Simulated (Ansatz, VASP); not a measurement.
MoS2 in VASP and in Ansatz

```
Mo S
1.0
     3.21671    0.00000    0.00000
    -1.60836    2.78575    0.00000
     0.00000    0.00000   11.12693
Mo S
2 4
Cartesian
  0.0000 1.8572 2.7817
  1.6084 0.9286 8.3452
  0.0000 1.8572 6.9654
  1.6084 0.9286 1.4019
  0.0000 1.8572 9.7250
  1.6084 0.9286 4.1615
```

Alike in both runs: task single point; functional PBEsol; k mesh 12 × 12 × 4; no spin polarisation.

```csv
,VASP,Ansatz
version,VASP 6.6.1,Ansatz 0.2.0
potentials or method,"VASP PAW PBE potentials, release 64 (Mo_sv, S), cutoff 520 eV","scalar-relativistic, plane waves, PAW"
occupations,"methfessel-paxton of order 1, width 0.2 eV","cold, width 0.2 eV"
valence electrons in the cell,52,52
```

Ansatz gave:

```
gap on the k mesh at the Fermi level (eV)                     : none
pressure (GPa)                                                : 15.2
traceless stress, the component that is largest in VASP (GPa) : 17.28
rms of the force components (eV/Å)                            : 1.525
```

Problem. Estimate VASP's values.

Solution. gap on the k mesh at the Fermi level (eV): none; pressure (GPa): 15.2; traceless stress, the component that is largest in VASP (GPa): 17.53; rms of the force components (eV/Å): 1.534.

VASP's potentials were made for PBE, not for PBEsol. Atom by atom the forces differ by 0.009 eV/Å (rms over components). A gap of «none» marks a metal or a gap that the smearing closes.
